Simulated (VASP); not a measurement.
Here is a VASP 6.6.1 calculation.

Contents of INCAR:

```
SYSTEM = H
ALGO = Normal
EDIFF = 1E-6
ENCUT = 520
ISIF = 2
ISMEAR = 0
LASPH = .TRUE.
LCHARG = .TRUE.
LELF = .TRUE.
LREAL = .FALSE.
LVHAR = .TRUE.
LWAVE = .FALSE.
NBANDS = 10
NELM = 100
PREC = Accurate
SIGMA = 0.05
```

File KPOINTS:

```
k-points
0
G
  8 8 4
  0 0 0
```

Contents of POSCAR:

```
H
1.0
    1.6238038821     -2.6907129066      0.0000000000
    1.6238038821      2.6907129066      0.0000000000
    0.0000000000      0.0000000000      6.3137686200
H
4
Direct
    0.5678085000      0.4321915000      0.9995149500
    0.4321915000      0.5678085000      0.0004850500
    0.4321915000      0.5678085000      0.4995149500
    0.5678085000      0.4321915000      0.5004850500
```

Potentials or basis: VASP PAW LDA potentials, release 64 (H).

Command:

```console
$ cat potpaw_LDA.64/H/POTCAR > POTCAR
$ mpirun -np 1 vasp_std > vasp.out
```

Question: What does it give for the largest force?

Answer: 1.416 eV/Å.

Question: Estimate the band gap on the k mesh.

Answer: 7.89 eV.

Question: What does it give for the pressure?

Answer: 1.4 GPa.

Forces in eV/Å, atoms in the order of the input:
```
H    0.000 -1.416 -0.012
H    0.000  1.416  0.012
H    0.000  1.416 -0.012
H    0.000 -1.416  0.012
```

Caveat: the cell differs from its parent crystal (strain -0.0150 x Voigt [1, 1, 0, 0, 0, 0]); forces of over 1 eV/Å act on the atoms, so gaps and moduli don't describe the material at rest. A k mesh can miss the band edges.
